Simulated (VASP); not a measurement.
Crystal: KBr.

```
CELL_PARAMETERS angstrom
0.00000 3.30000 3.30000
3.30000 0.00000 3.30000
3.30000 3.30000 0.00000
ATOMIC_POSITIONS crystal
Br 0.50000 0.50000 0.50000
K 0.00000 0.00000 0.00000
```

Base run:

```yaml
Program: VASP 6.6.1
Functional: PBE
Potentials_or_basis: VASP PAW PBE potentials, release 64 (Br, K_sv)
Cutoff: 520 eV
k_mesh: 6 × 6 × 6
Occupations: fermi-dirac, width 0.05 eV
Spin: no spin polarisation
```

Its results: band gap on the k mesh 4.43 eV; pressure 0.8 GPa.

Problem. After a change of settings the same cell gave: band gap on the k mesh 5.38 eV; pressure 0.5 GPa. Which change was it?
A. functional from PBE to PBE-based screened hybrid with 20 % exact exchange; k mesh from 6 × 6 × 6 to 4 × 4 × 4
B. k mesh from 6 × 6 × 6 to 7 × 7 × 7; occupations from fermi-dirac, width 0.05 eV to gaussian, width 0.027 eV
C. functional from PBE to b88 exchange, pbe correlation; cutoff from 520 eV to 500 eV; k mesh from 6 × 6 × 6 to 7 × 7 × 7
D. k mesh from 6 × 6 × 6 to 4 × 4 × 4; occupations from fermi-dirac, width 0.05 eV to fermi-dirac, width 0.02 eV

Solution. A.

Caveats: the PAW data sets were made with another functional, which shifts forces and pressure a little (at least some runs).
